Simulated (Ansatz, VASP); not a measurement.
## Two plane-wave programs on Sr2NbH4

```xyz
7
Lattice="-2.8781 2.8781 3.7485 2.8781 -2.8781 3.7485 2.8781 2.8781 -3.7485" Properties=species:S:1:pos:R:3 pbc="T T T"
Sr    0.0000    2.8781    1.8742
Sr    2.8781    0.0000    1.8742
Nb    0.0000    0.0000    0.0000
H     1.3717    1.3717    0.0000
H     1.5064   -1.5064    3.7485
H     1.5064    1.5064    3.7485
H    -1.5064    1.5064    3.7485
```

Alike in both runs: functional PBE; k mesh 10 × 10 × 10; occupations gaussian, width 0.1 eV; no spin polarisation.

Ansatz relaxed the structure, and its values are those at the end. VASP's run is a single point on that final structure, the one shown.

```csv
,VASP,Ansatz
version,VASP 6.6.1,Ansatz 0.2.0
potentials or method,"VASP PAW PBE potentials, release 64 (Sr_sv, Nb_sv, H), cutoff 520 eV","scalar-relativistic, plane waves, PAW"
valence electrons in the cell,37,37
```

```csv
,VASP,Ansatz,Ansatz less VASP
gap on the k mesh at the Fermi level (eV),none,none,-
pressure (GPa),0.0,0.0,-0.01
```

A gap of «none» marks a metal or a gap that the smearing closes. The functional is the same, so the differences come from potentials, cutoffs and numerics.
